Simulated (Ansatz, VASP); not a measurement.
**ZnS: VASP beside Ansatz**

Contents of POSCAR:

```
ZnS
1.0
    3.8087369172      0.0000000000      0.0000000000
   -1.9043684586      3.2984629266      0.0000000000
    0.0000000000      0.0000000000     12.4664651906
Zn S
4 4
Direct
    0.0000000000      0.0000000000      0.0121440268
    0.0000000000      0.0000000000      0.5121440268
    0.3333333333      0.6666666667      0.2380383371
    0.6666666667      0.3333333333      0.7380383371
    0.0000000000      0.0000000000      0.1901688080
    0.0000000000      0.0000000000      0.6901688080
    0.3333333333      0.6666666667      0.4346515799
    0.6666666667      0.3333333333      0.9346515799
```

INCAR.step1

```
SYSTEM = ZnS
ALGO = Normal
EDIFF = 1E-4
ENCUT = 520
GGA = PE
ISMEAR = 0
LASPH = .TRUE.
LCHARG = .FALSE.
LREAL = .FALSE.
LWAVE = .TRUE.
NBANDS = 46
NELM = 100
PREC = Accurate
SIGMA = 0.05
```

INCAR.step2

```
SYSTEM = ZnS
ALGO = Normal
EDIFF = 1E-6
ENCUT = 520
ISIF = 2
ISMEAR = 0
ISTART = 1
LASPH = .TRUE.
LCHARG = .FALSE.
LMIXTAU = .TRUE.
LREAL = .FALSE.
LWAVE = .FALSE.
METAGGA = R2SCAN
NBANDS = 46
NELM = 100
PREC = Accurate
SIGMA = 0.05
```

Contents of KPOINTS:

```
k-points
0
G
  6 6 2
  0 0 0
```

Input for Ansatz:

```yaml
crystal:
  lattice:
    - [3.8087369172, 0.0, 0.0]
    - [-1.9043684586, 3.2984629266, 0.0]
    - [0.0, 0.0, 12.4664651906]
  atoms:
    - { symbol: Zn, position: [0.0, 0.0, 0.0121440268] }
    - { symbol: Zn, position: [0.0, 0.0, 0.5121440268] }
    - { symbol: Zn, position: [0.3333333333, 0.6666666667, 0.2380383371] }
    - { symbol: Zn, position: [0.6666666667, 0.3333333333, 0.7380383371] }
    - { symbol: S, position: [0.0, 0.0, 0.190168808] }
    - { symbol: S, position: [0.0, 0.0, 0.690168808] }
    - { symbol: S, position: [0.3333333333, 0.6666666667, 0.4346515799] }
    - { symbol: S, position: [0.6666666667, 0.3333333333, 0.9346515799] }
basis:
  ecutwfc: 500
kpoints:
  mp_grid: { grid: [6, 6, 2] }
hamiltonian:
  xc: r2scan
scf:
  occupations: { method: gaussian, width: 0.05 }
output:
  forces: true
  stress: true
  eigenvalues: true
```

Change from the starting cell: mode 12 (196.1 1/cm) frozen in, largest displacement -0.150 Å.

Alike in both runs: task single point; functional r2SCAN; k mesh 6 × 6 × 2; occupations gaussian, width 0.05 eV; no spin polarisation.

```csv
,VASP,Ansatz
version,VASP 6.6.1,Ansatz 0.2.0
potentials or method,"VASP PAW PBE potentials, release 64 (Zn, S), cutoff 520 eV","scalar-relativistic, plane waves, PAW"
valence electrons in the cell,72,72
```

```tsv
	VASP	Ansatz	Ansatz less VASP
gap on the k mesh at the Fermi level (eV)	2.37	2.37	-0.002
least direct gap on the mesh (eV)	2.37	2.37	-0.002
pressure (GPa)	0.5	0.4	-0.05
traceless stress, the component that is largest in VASP (GPa)	0.23	0.22	-0.011
rms of the force components (eV/Å)	0.594	0.590	-0.0039
```

VASP's potentials were made for PBE, not for r2SCAN. Atom by atom the forces differ by 0.004 eV/Å (rms over components).
